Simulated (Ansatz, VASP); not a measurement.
## Be3Al5 in VASP and in Ansatz

INCAR

```
PREC = Accurate
ENCUT = 520
EDIFF = 1E-6
ISMEAR = 0
SIGMA = 0.1
LREAL = False
LASPH = True
NELM = 60
ALGO = Fast
ISIF = 2
LWAVE = False
LCHARG = False
GGA = PE
NBANDS = 20
```

KPOINTS

```
regular mesh
0
Gamma
  4 4 6
```

Contents of POSCAR:

```
Be3Al5
1.0
    5.9299877400      0.0000000000      0.0000000000
    0.0000000000      5.9299877400      0.0000000000
    0.0000000000      0.0000000000      2.9649938700
Be Al
3 5
Direct
    0.0000000000      0.5000000000      0.0000000000
    0.5000000000      0.0000000000      0.0000000000
    0.5000000000      0.5000000000      0.0000000000
    0.7500000000      0.7500000000      0.5000000000
    0.2500000000      0.2500000000      0.5000000000
    0.2500000000      0.7500000000      0.5000000000
    0.0000000000      0.0000000000      0.0000000000
    0.7500000000      0.2500000000      0.5000000000
```

Input for Ansatz:

```yaml
crystal:
  lattice:
    - [5.92998774, 0.0, 0.0]
    - [0.0, 5.92998774, 0.0]
    - [0.0, 0.0, 2.96499387]
  atoms:
    - { symbol: Be, position: [0.0, 0.5, 0.0] }
    - { symbol: Be, position: [0.5, 0.0, 0.0] }
    - { symbol: Be, position: [0.5, 0.5, 0.0] }
    - { symbol: Al, position: [0.75, 0.75, 0.5] }
    - { symbol: Al, position: [0.25, 0.25, 0.5] }
    - { symbol: Al, position: [0.25, 0.75, 0.5] }
    - { symbol: Al, position: [0.0, 0.0, 0.0] }
    - { symbol: Al, position: [0.75, 0.25, 0.5] }
basis:
  ecutwfc: 420
kpoints:
  mp_grid: { grid: [4, 4, 6] }
hamiltonian:
  xc: pbe
scf:
  occupations: { method: gaussian, width: 0.1 }
  lower_state_search: "off"
output:
  forces: true
  stress: true
  eigenvalues: true
```

Alike in both runs: task single point; functional PBE; k mesh 4 × 4 × 6; occupations gaussian, width 0.1 eV; no spin polarisation.

|  | VASP | Ansatz |
| --- | --- | --- |
| version | VASP 6.6.1 | Ansatz 0.2.0 |
| potentials or method | VASP PAW PBE potentials, release 64 (Be, Al), cutoff 520 eV | scalar-relativistic, plane waves, PAW |
| valence electrons in the cell | 21 | 21 |

```tsv
	VASP	Ansatz	Ansatz less VASP
gap on the k mesh at the Fermi level (eV)	none	none	-
pressure (GPa)	4.5	4.5	-0.01
traceless stress, the component that is largest in VASP (GPa)	0.94	0.95	+0.013
rms of the force components (eV/Å)	0.519	0.519	0.0000
```

Atom by atom the forces differ by 0.000 eV/Å (rms over components). A gap of «none» marks a metal or a gap that the smearing closes.
